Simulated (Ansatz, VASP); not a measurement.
**InSe in VASP and in Ansatz**

Contents of INCAR:

```
SYSTEM = InSe
PREC     = Accurate       ! precision mode
ENCUT    = 520            ! plane-wave cutoff, eV
EDIFF    = 1E-7           ! SCF threshold, eV
ISMEAR   = 0              ! smearing method
SIGMA    = 0.05           ! smearing width, eV
LREAL    = .FALSE.        ! projectors in reciprocal space
LASPH    = .TRUE.         ! aspherical terms in the spheres
NELM     = 80             ! most SCF steps
ALGO     = Normal         ! electronic algorithm
ISIF     = 2              ! what is computed and relaxed
LWAVE    = .FALSE.        ! write WAVECAR
LCHARG   = .FALSE.        ! write CHGCAR
GGA      = PS             ! functional
NBANDS   = 27             ! bands
```

File KPOINTS:

```
Automatic mesh
0
G
  8 8 6
  0 0 0
```

The input POSCAR:

```
InSe
1.0
    5.8749264423     -2.0552742521     -0.0052948673
    5.8749264423      2.0552742521     -0.0052948673
   -1.6051187023      0.0000000000      4.2720903652
In Se
2 2
Direct
    0.8851629073      0.8851629073      0.0243707992
    0.1141973411      0.1141973411      0.9709460661
    0.6547212217      0.6547212217      0.6374867706
    0.3452787783      0.3452787783      0.3625132294
```

Input for Ansatz:

```yaml
crystal:
  lattice:
    - [5.8749264423, -2.0552742521, -0.0052948673]
    - [5.8749264423, 2.0552742521, -0.0052948673]
    - [-1.6051187023, 0.0, 4.2720903652]
  atoms:
    - { symbol: In, position: [0.8851629073, 0.8851629073, 0.0243707992] }
    - { symbol: In, position: [0.1141973411, 0.1141973411, 0.9709460661] }
    - { symbol: Se, position: [0.6547212217, 0.6547212217, 0.6374867706] }
    - { symbol: Se, position: [0.3452787783, 0.3452787783, 0.3625132294] }
basis:
  ecutwfc: 420
kpoints:
  mp_grid: { grid: [8, 8, 6] }
hamiltonian:
  xc: pbesol
scf:
  occupations: { method: gaussian, width: 0.05 }
output:
  forces: true
  stress: true
  eigenvalues: true
```

Alike in both runs: task single point; functional PBEsol; k mesh 8 × 8 × 6; occupations gaussian, width 0.05 eV; no spin polarisation.

|  | VASP | Ansatz |
| --- | --- | --- |
| version | VASP 6.6.1 | Ansatz 0.2.0 |
| potentials or method | VASP PAW PBE potentials, release 64 (In_d, Se), cutoff 520 eV | scalar-relativistic, plane waves, PAW |
| valence electrons in the cell | 38 | 58 |

VASP gave:

| Item | Value |
| --- | --- |
| gap on the k mesh at the Fermi level (eV) | 0.68 |
| least direct gap on the mesh (eV) | 1.06 |
| pressure (GPa) | 0.0 |
| traceless stress, the component that is largest in VASP (GPa) | 0.13 |
| rms of the force components (eV/Å) | 0.033 |

Task: What did Ansatz give for the same quantities?

Result: gap on the k mesh at the Fermi level (eV): 0.69; least direct gap on the mesh (eV): 1.07; pressure (GPa): 0.0; traceless stress, the component that is largest in VASP (GPa): 0.12; rms of the force components (eV/Å): 0.033.

VASP's potentials were made for PBE, not for PBEsol. Atom by atom the forces differ by 0.010 eV/Å (rms over components). VASP's potentials hold 38 valence electrons a cell and Ansatz's 58, so a difference there can come from the potentials and not from the codes.
